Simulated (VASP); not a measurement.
Here is a VASP 6.6.1 calculation.

File POSCAR:

```
BN
1.0
    0.0000000000      1.7687289557      1.8201559063
    1.7687289557      0.0000000000      1.8201559063
    1.7687289557      1.7687289557      0.0000000000
B N
1 1
Direct
    0.0000000000      0.0000000000      0.0000000000
    0.2500000000      0.2500000000      0.2500000000
```

Contents of INCAR.step1:

```
SYSTEM = BN
PREC = Accurate
ENCUT = 520
ISMEAR = 0
SIGMA = 0.01
LREAL = .False.
LASPH = .True.
NELM = 60
NBANDS = 11
GGA = PE
ALGO = Normal
EDIFF = 1E-4
LWAVE = .True.
LCHARG = .False.
```

Contents of INCAR.step2:

```
SYSTEM = BN
PREC = Accurate
ENCUT = 520
EDIFF = 1E-7
ISMEAR = 0
SIGMA = 0.01
LREAL = .False.
LASPH = .True.
NELM = 60
ALGO = Normal
ISIF = 2
LWAVE = .False.
LCHARG = .False.
METAGGA = R2SCAN
LMIXTAU = .True.
NBANDS = 11
ISTART = 1
```

The input KPOINTS:

```
Automatic mesh
0
Gamma
  12 12 12
  0 0 0
```

Potentials or basis: VASP PAW PBE potentials, release 64 (B, N).

Run with:

```console
$ cat potpaw_PBE.64/B/POTCAR potpaw_PBE.64/N/POTCAR > POTCAR
$ cp INCAR.step1 INCAR
$ mpirun -np 1 vasp_std > vasp.out
$ cp INCAR.step2 INCAR
$ mpirun -np 1 vasp_std > vasp.out
```

(1) Predict the pressure.

(2) What does it give for the band gap on the k mesh?

Answers

(1) 14.5 GPa.

(2) 4.75 eV, indirect (least direct gap 9.54 eV).

Caveat: the cell differs from its parent crystal (epitaxial xy strain -2.0%); the PAW data sets were made with another functional, which shifts forces and pressure a little.
